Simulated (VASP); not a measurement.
# CdSe: single point with r2SCAN

The system is CdSe.

```
CELL_PARAMETERS angstrom
4.33928 0.00000 0.00000
-2.16964 3.75793 0.00000
0.00000 0.00000 14.15870
ATOMIC_POSITIONS crystal
Cd 0.00000 0.00000 0.99980
Cd 0.33333 0.66667 0.24996
Cd 0.00000 0.00000 0.49980
Cd 0.66667 0.33333 0.74996
Se 0.00000 0.00000 0.18750
Se 0.33333 0.66667 0.43774
Se 0.00000 0.00000 0.68750
Se 0.66667 0.33333 0.93774
```

```
Program                : VASP 6.6.1
Task                   : single point
Functional             : r2SCAN
Potentials or basis    : VASP PAW PBE potentials, release 64 (Cd, Se)
Cutoff                 : 520 eV
k mesh                 : 6 × 6 × 2
Occupations            : gaussian, width 0.01 eV
Spin                   : no spin polarisation
Dipole correction      : no
Further INCAR settings : ALGO = Normal; EDIFF = 1e-06; NBANDS = 46
```

The pressure is 0.2 GPa and the band gap on the k mesh is 1.06 eV.

Levels at points of the mesh, in eV from the valence-band top:
| k point | band 32 | band 33 | band 34 | band 35 | band 36 | band 37 | band 38 | band 39 | band 40 | band 41 |
| --- | --- | --- | --- | --- | --- | --- | --- | --- | --- | --- |
| (0.00, 0.00, 0.00) | -0.38 | -0.38 | -0.02 | 0.00 | 0.00 | 1.06 | 2.65 | 2.73 | 2.83 | 6.27 |
| (0.50, 0.00, 0.00) | -1.30 | -1.30 | -1.29 | -0.89 | -0.73 | 2.97 | 3.24 | 3.78 | 4.13 | 4.80 |
| (0.00, 0.00, 0.50) | -0.63 | -0.12 | -0.12 | -0.12 | -0.12 | 2.00 | 2.00 | 2.79 | 2.79 | 6.22 |
| (0.50, 0.00, 0.50) | -1.66 | -1.20 | -1.20 | -0.91 | -0.91 | 3.39 | 3.39 | 3.81 | 3.81 | 4.65 |

Run time: 19 min on 1 thread of Intel Xeon 8259CL, on a shared host, peak memory 0.43 GiB.

Caveat: the PAW data sets were made with another functional, which shifts forces and pressure a little.
